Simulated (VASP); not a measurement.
Crystal: NaI.

```
Na I
1.0
     0.00000    3.22972    3.21357
     3.22972    0.00000    3.21357
     3.22972    3.22972    0.00000
Na I
1 1
Direct
  0.00000 0.00000 0.00000
  0.50000 0.50000 0.50000
```

This cell differs from its parent crystal: uniaxial z strain -0.5%.

Program: VASP 6.6.1. Alike in all runs: task single point; potentials or basis VASP PAW PBE potentials, release 64 (Na_pv, I); no spin polarisation; cell as given; cutoff (eV) 520. Hardware: 1 thread of Intel(R) Xeon(R) Platinum 8375C CPU @ 2.90GHz (Ice Lake), with other jobs on the host.

Problem. Order these runs on this cell by their wall time, lowest first.
A. level r2SCAN; k mesh 8 × 8 × 8; smearing gaussian 0.01 eV
B. level PBE; k mesh 8 × 8 × 8; smearing fermi-dirac 0.02 eV
C. level PBE; k mesh 4 × 4 × 4; smearing gaussian 0.01 eV

Solution. C (20 s), B (77 s), A (350 s).

Caveats: some runs use coarse meshes.
